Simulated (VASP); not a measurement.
Runs of VASP 6.6.1 on ZnS. The structure is that of space group F-43m (No. 216), or close to it. The cells are those of the table. 

| cell | gap on the mesh (eV) | pressure (GPa) |
| --- | --- | --- |
| a = 3.749, b = 3.749, c = 3.672 Å, angles 60.7, 60.7, 58.6°, 2 atoms | 2.41 | 8.9 |
| a = 3.978 Å, angles 60.0°, 2 atoms | (b) | -5.4 |
| a = 3.902, b = 3.902, c = 3.825 Å, angles 60.7, 60.7, 58.7°, 2 atoms | (a) | (c) |
| a = 3.672 Å, angles 60.0°, 2 atoms | 2.66 | 13.7 |
| a = 3.519 Å, angles 60.0°, 2 atoms | 2.73 | 34.3 |
| a = 3.596, b = 3.596, c = 3.519 Å, angles 60.7, 60.7, 58.6°, 2 atoms | 2.71 | 26.2 |
| a = 4.131 Å, angles 60.0°, 2 atoms | 1.16 | -9.1 |
| a = 4.055, b = 4.055, c = 3.978 Å, angles 60.6, 60.6, 58.7°, 2 atoms | 1.40 | -6.9 |

Alike in all rows: task single point; level PBE; potentials or basis VASP PAW PBE potentials, release 64 (Zn, S); no spin polarisation; k mesh 10 × 10 × 10; cutoff (eV) 520; smearing gaussian 0.05 eV.

Fill in the values left out.

(a) 1.88; (b) 1.60; (c) -1.2.

A k mesh can miss the band edges.
